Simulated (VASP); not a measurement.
# Ti (P6_3/mmc) in VASP: further runs

Ti is run at these levels: PBE; tasks: single point.

Everything below comes from runs of VASP 6.6.1. Logs are shortened: lines on timing, memory, paths and dates and some standing lists are left out, and cuts for length are marked.

## Step 1: The cell of the first run

The structure is hexagonal, space group P6_3/mmc (No. 194). The conventional cell has a = 2.939 Å, b = 2.939 Å, c = 4.652 Å, α = 90.00°, β = 90.00°, γ = 120.00°. Ti (site symmetry -6m2) has 12 Ti at 2.88 to 2.94 Å within 3.8 Å.

## Step 2: Single point, PBE, collinear spin (17.40 Å³/atom)

Contents of INCAR:

```
PREC = Accurate
ENCUT = 520
EDIFF = 1E-6
ISMEAR = -1
SIGMA = 0.05
LREAL = F
LASPH = T
NELM = 150
ALGO = Normal
ISIF = 2
LWAVE = F
LCHARG = F
ISPIN = 2
MAGMOM = 1 1
LORBIT = 11
LMAXMIX = 4
GGA = PE
NBANDS = 23
```

Contents of KPOINTS:

```
regular mesh
0
Gamma
  20 20 11
```

Contents of POSCAR:

```
Ti
1.0
    2.9388916154      0.0000000000      0.0000000000
   -1.4694458077      2.5451547979      0.0000000000
    0.0000000000      0.0000000000      4.6516165707
Ti
2
Direct
    0.3333333333      0.6666666667      0.2500000000
    0.6666666667      0.3333333333      0.7500000000
```

Potentials or basis: VASP PAW PBE potentials, release 64 (Ti_sv).

On the command line:

```bash
cat potpaw_PBE.64/Ti_sv/POTCAR > POTCAR
mpirun -np 1 vasp_std > vasp.out
```

OUTCAR:

```text
PREC = Accurate
   ENCUT = 520
   EDIFF = 1E-6
   ISMEAR = -1
   LREAL = F
   LASPH = T
   NELM = 150
   ISIF = 2
   ISPIN = 2
   LORBIT = 11
   GGA = PE

 ion  position               nearest neighbor table
   1  0.333  0.667  0.250-   2 2.88   2 2.88   2 2.88   2 2.88   2 2.88   2 2.88
   2  0.667  0.333  0.750-   1 2.88   1 2.88   1 2.88   1 2.88   1 2.88   1 2.88

  LATTYP: Found a hexagonal cell.
 ALAT       =     2.9388916154
 C/A-ratio  =     1.5827792173

  Lattice vectors:

 A1 = (   2.9388916154,   0.0000000000,   0.0000000000)
 A2 = (  -1.4694458077,   2.5451547979,   0.0000000000)
 A3 = (   0.0000000000,   0.0000000000,   4.6516165707)

Analysis of symmetry for initial positions (statically):
=====================================================================
 Subroutine PRICEL returns:
 Original cell was already a primitive cell.

 Routine SETGRP: Setting up the symmetry group for a
 hexagonal supercell.

 Subroutine GETGRP returns: Found 24 space group operations
 (whereof 12 operations were pure point group operations)
 out of a pool of 24 trial point group operations.

The static configuration has the point symmetry D_3d.
 The point group associated with its full space group is D_6h.

Analysis of symmetry for dynamics (positions and initial velocities):
=====================================================================
 Subroutine PRICEL returns:
 Original cell was already a primitive cell.

 Routine SETGRP: Setting up the symmetry group for a
 hexagonal supercell.

 Subroutine GETGRP returns: Found 24 space group operations
 (whereof 12 operations were pure point group operations)
 out of a pool of 24 trial point group operations.

The dynamic configuration has the point symmetry D_3d.
 The point group associated with its full space group is D_6h.

Analysis of structural, dynamic, and magnetic symmetry:
=====================================================================
 Subroutine PRICEL returns:
 Original cell was already a primitive cell.

 Routine SETGRP: Setting up the symmetry group for a
 hexagonal supercell.

 Subroutine GETGRP returns: Found 24 space group operations
 (whereof 12 operations were pure point group operations)
 out of a pool of 24 trial point group operations.

The overall configuration has the point symmetry D_3d.
 The point group associated with its full space group is D_6h.

 Subroutine INISYM returns: Found 24 space group operations
 (whereof 12 operations are pure point group operations),
 and found     1 'primitive' translations

----------------------------------------------------------------------------------------

                                     Primitive cell

  volume of cell :      34.7938

  direct lattice vectors                    reciprocal lattice vectors
     2.938891615  0.000000000  0.000000000     0.340264335  0.196451705  0.000000000
    -1.469445808  2.545154798  0.000000000     0.000000000  0.392903410  0.000000000
     0.000000000  0.000000000  4.651616571     0.000000000  0.000000000  0.214979026

  length of vectors
     2.938891615  2.938891615  4.651616571     0.392903410  0.392903410  0.214979026

  position of ions in fractional coordinates (direct lattice)
     0.333333333  0.666666667  0.250000000
     0.666666667  0.333333333  0.750000000

  ion indices of the primitive-cell ions
   primitive index   ion index
                 1           1
                 2           2

----------------------------------------------------------------------------------------

 KPOINTS: regular mesh

Automatic generation of k-mesh.
 Grid dimensions read from file:
 generate k-points for:   20   20   11

 Generating k-lattice:

  Cartesian coordinates                     Fractional coordinates (reciprocal lattice)
     0.017013217  0.009822585  0.000000000     0.050000000  0.000000000  0.000000000
     0.000000000  0.019645171  0.000000000     0.000000000  0.050000000  0.000000000
     0.000000000  0.000000000  0.019543548     0.000000000  0.000000000  0.090909091

  Length of vectors
     0.019645171  0.019645171  0.019543548

  Shift w.r.t. Gamma in fractional coordinates (k-lattice)
     0.000000000  0.000000000  0.000000000

 Subroutine IBZKPT returns following result:
 ===========================================

 Found    264 irreducible k-points:

 Following reciprocal coordinates:
            Coordinates               Weight
  0.000000  0.000000  0.000000      1.000000
  0.050000 -0.000000  0.000000      6.000000
  0.100000 -0.000000  0.000000      6.000000
  0.150000 -0.000000  0.000000      6.000000
  0.200000 -0.000000  0.000000      6.000000
  0.250000 -0.000000  0.000000      6.000000
[... 16 lines left out ...]
  0.200000  0.100000  0.000000     12.000000
  0.250000  0.100000  0.000000     12.000000
 [... further k-points ...]
   k-points           NKPTS =    264   k-points in BZ     NKDIM =    264   number of bands    NBANDS=     23
   number of dos      NEDOS =    301   number of ions     NIONS =      2
   total plane-waves  NPLWV =  20736
   dimension x,y,z NGX =    24 NGY =   24 NGZ =   36
   dimension x,y,z NGXF=    48 NGYF=   48 NGZF=   72
   ions per type =               2
   NGX,Y,Z   is equivalent  to a cutoff of  13.58, 13.58, 12.87 a.u.
   NGXF,Y,Z  is equivalent  to a cutoff of  27.15, 27.15, 25.73 a.u.
 SYSTEM =  unknown system
   PREC   = accura    normal or accurate (medium, high low for compatibility)
   ISTART =      0    job   : 0-new  1-cont  2-samecut
   ICHARG =      2    charge: 1-file 2-atom 10-const
   ISPIN  =      2    spin polarized calculation?
   LNONCOLLINEAR =      F non collinear calculations
   LSORBIT =      F    spin-orbit coupling
   LASPH  =      T    aspherical Exc in radial PAW
   ENCUT  =  520.0 eV  38.22 Ry    6.18 a.u.   5.46  5.46  8.65*2*pi/ulx,y,z
   NELM   =    150;   NELMIN=  2; NELMDL= -5     # of ELM steps
   EDIFF  = 0.1E-05   stopping-criterion for ELM
   LREAL  =      F    real-space projection
   EDIFFG = 0.1E-04   stopping-criterion for IOM
   NSW    =      0    number of steps for IOM
   IBRION =     -1    ionic relax: 0-MD 1-quasi-New 2-CG
   NFREE  =      0    steps in history (QN), initial steepest desc. (CG)
   ISIF   =      2    stress and relaxation
   ISYM   =      2    0-nonsym 1-usesym 2-fastsym
   POTIM  = 0.5000    time-step for ionic-motion
   TEBEG  =    0.0;   TEEND  =   0.0 temperature during run
   PSTRESS=    0.0 pullay stress
   NELECT =      24.0000    total number of electrons
   NUPDOWN=      -1.0000    fix difference up-down
   EMIN   =  10.00;   EMAX   =-10.00  energy-range for DOS
   EFERMI =   0.00;   METHOD = LEGACY
   ISMEAR =    -1;   SIGMA  =   0.05  broadening in eV -4-tet -1-fermi 0-gaus
   EFERMI_NEDOS =   21; number of points for ismear=-14 and -15
   IALGO  =     38    algorithm
   IMIX   =      4    mixing-type and parameters
     AMIX     =   0.40;   BMIX     =  1.00
     AMIX_MAG =   1.60;   BMIX_MAG =  1.00
  volume/ion in A,a.u.               =      17.40       117.40
  Fermi-wavevector in a.u.,A,eV,Ry     =   1.446476  2.733444 28.467388  2.092294
  Thomas-Fermi vector in A             =   2.564541
   LORBIT       =     11    0 simple, 1 ext, 2 COOP (PROOUT), +10 PAW based schemes
   GGA     = PE    functional components
   LHFCALC =     F    Hartree Fock is set to
   AEXX    =    0.0000 exact exchange contribution
   IVDW    =     0    specifies the selected vdW correction
   LEPSILON=     F    determine dielectric tensor
   LRPA    =     F    only Hartree local field effects (RPA)
 spin polarized calculation
  energy-cutoff  :      520.00
  volume of cell :       34.79
 maximum number of plane-waves:       965
 NGX is ok and might be reduce to    24
   NGX = 11   NGY = 11   NGZ = 17

 number of electron      24.0000002 magnetization       0.0000393

 number of electron      24.0000002 magnetization      -0.0001872

 Free energy of the ion-electron system (eV)
  ---------------------------------------------------
  ext. energy  EPLUGINS =         0.00000000
  ---------------------------------------------------
  free energy    TOTEN  =       -15.68044505 eV

  energy without entropy =      -15.66316717  energy(sigma->0) =      -15.67180611

 E-fermi :   8.3240     XC(G=0): -11.4897

 val. band max:        8.3221961426   @ k =   0.3500   0.3000   0.2727
 cond. band min:       8.3316642528   @ k =   0.3500   0.2500   0.3636
 fundamental gap:      0.0094681102
 Fermi energy:         8.3240332862

 spin component 1

 k-point     1 :       0.0000    0.0000    0.0000
  band No.  band energies     occupation
      1     -48.5448      1.00000
      2     -48.4087      1.00000
      3     -25.1315      1.00000
      4     -24.4913      1.00000
      5     -24.4913      1.00000
      6     -24.4264      1.00000
[... 15 lines left out ...]
     22      22.8817      0.00000
     23      25.5486      0.00000

 k-point     2 :       0.0500   -0.0000    0.0000
  band No.  band energies     occupation
      1     -48.5424      1.00000
      2     -48.4077      1.00000
      3     -25.1260      1.00000
      4     -24.5026      1.00000
      5     -24.4951      1.00000
      6     -24.4288      1.00000
[... 15 lines left out ...]
     22      22.8822      0.00000
     23      25.3730      0.00000

 k-point     3 :       0.1000   -0.0000    0.0000
  band No.  band energies     occupation
      1     -48.5352      1.00000
      2     -48.4050      1.00000
      3     -25.1098      1.00000
      4     -24.5353      1.00000
      5     -24.5060      1.00000
      6     -24.4365      1.00000
[... 15 lines left out ...]
     22      22.7350      0.00000
     23      24.7749      0.00000
[... 495 lines left out ...]
 k-point    23 :       0.2000    0.1000    0.0000
  band No.  band energies     occupation
      1     -48.4870      1.00000
      2     -48.3896      1.00000
      3     -24.9948      1.00000
      4     -24.7237      1.00000
      5     -24.6656      1.00000
      6     -24.5548      1.00000
[... 15 lines left out ...]
     22      19.5872      0.00000
     23      21.0452      0.00000

 k-point    24 :       0.2500    0.1000    0.0000
  band No.  band energies     occupation
      1     -48.4699      1.00000
      2     -48.3859      1.00000
      3     -24.9503      1.00000
      4     -24.7921      1.00000
      5     -24.7153      1.00000
      6     -24.5874      1.00000
[... 15 lines left out ...]
     22      18.3580      0.00000
     23      20.3420      0.00000

 [... further k-points ...]

 spin component 2

 k-point     1 :       0.0000    0.0000    0.0000
  band No.  band energies     occupation
      1     -48.5449      1.00000
      2     -48.4088      1.00000
      3     -25.1315      1.00000
      4     -24.4914      1.00000
      5     -24.4914      1.00000
      6     -24.4265      1.00000
[... 15 lines left out ...]
     22      22.8817      0.00000
     23      25.5485      0.00000

 k-point     2 :       0.0500   -0.0000    0.0000
  band No.  band energies     occupation
      1     -48.5424      1.00000
      2     -48.4078      1.00000
      3     -25.1261      1.00000
      4     -24.5026      1.00000
      5     -24.4952      1.00000
      6     -24.4288      1.00000
[... 15 lines left out ...]
     22      22.8821      0.00000
     23      25.3730      0.00000

 k-point     3 :       0.1000   -0.0000    0.0000
  band No.  band energies     occupation
      1     -48.5352      1.00000
      2     -48.4050      1.00000
      3     -25.1099      1.00000
      4     -24.5353      1.00000
      5     -24.5060      1.00000
      6     -24.4365      1.00000
[... 15 lines left out ...]
     22      22.7349      0.00000
     23      24.7749      0.00000
[... 495 lines left out ...]
 k-point    23 :       0.2000    0.1000    0.0000
  band No.  band energies     occupation
      1     -48.4870      1.00000
      2     -48.3896      1.00000
      3     -24.9949      1.00000
      4     -24.7237      1.00000
      5     -24.6657      1.00000
      6     -24.5549      1.00000
[... 15 lines left out ...]
     22      19.5871      0.00000
     23      21.0451      0.00000

 k-point    24 :       0.2500    0.1000    0.0000
  band No.  band energies     occupation
      1     -48.4699      1.00000
      2     -48.3860      1.00000
      3     -24.9504      1.00000
      4     -24.7921      1.00000
      5     -24.7153      1.00000
      6     -24.5875      1.00000
[... 15 lines left out ...]
     22      18.3579      0.00000
     23      20.3419      0.00000

 [... further k-points ...]

------------------------ aborting loop because EDIFF is reached ----------------------------------------

  FORCE on cell =-STRESS in cart. coord.  units (eV):
  Direction    XX          YY          ZZ          XY          YZ          ZX
  --------------------------------------------------------------------------------------
  -------------------------------------------------------------------------------------
  Total       -0.0625527     -0.0625527     -0.0589458      0.0000000      0.0000000      0.0000000
  in kB       -2.8804132     -2.8804132     -2.7143245      0.0000000      0.0000000      0.0000000
  external PRESSURE =      -2.8250503 kB  Pullay stress =       0.0000000 kB

 VOLUME and BASIS-vectors are now :
 -----------------------------------------------------------------------------
  energy-cutoff  :      520.00
  volume of cell :       34.79
      direct lattice vectors                 reciprocal lattice vectors
     2.938891615  0.000000000  0.000000000     0.340264335  0.196451705  0.000000000
    -1.469445808  2.545154798  0.000000000     0.000000000  0.392903410  0.000000000
     0.000000000  0.000000000  4.651616571     0.000000000  0.000000000  0.214979026

 POSITION                                       TOTAL-FORCE (eV/Angst)
 -----------------------------------------------------------------------------------
     -0.00000      1.69677      1.16290         0.000000      0.000000      0.000000
      1.46945      0.84838      3.48871        -0.000000      0.000000      0.000000
 -----------------------------------------------------------------------------------
    total drift:                               -0.000000      0.000000     -0.000000

  FREE ENERGIE OF THE ION-ELECTRON SYSTEM (eV)
  ---------------------------------------------------
  free  energy   TOTEN  =       -15.6804450505 eV

  energy  without entropy=      -15.6631671685  energy(sigma->0) =      -15.67180611

 total charge

# of ion       s       p       d       tot
------------------------------------------
    1        2.249   6.121   1.878  10.248
    2        2.249   6.121   1.878  10.248
--------------------------------------------------
tot          4.498  12.242   3.756  20.496

 magnetization (x)

# of ion       s       p       d       tot
------------------------------------------
    1       -0.000  -0.000  -0.000  -0.000
    2       -0.000  -0.000  -0.000  -0.000
--------------------------------------------------
tot         -0.000  -0.000  -0.000  -0.000
```

It took 5.6 min on 1 thread of Intel Xeon Platinum 8488C (Sapphire Rapids), shared host; peak memory 0.39 GiB.

Results:

| Quantity | Value |
| --- | --- |
| Free energy | -15.6804 eV |
| Pressure | -0.3 GPa |
| Band gap on the k mesh | zero (filled and empty bands overlap) |
| Net moment | 0.00 μB per cell |
| Valence electrons inside the program's atomic spheres | Ti 10.25 |

(Part 1 of 2 ends here.)
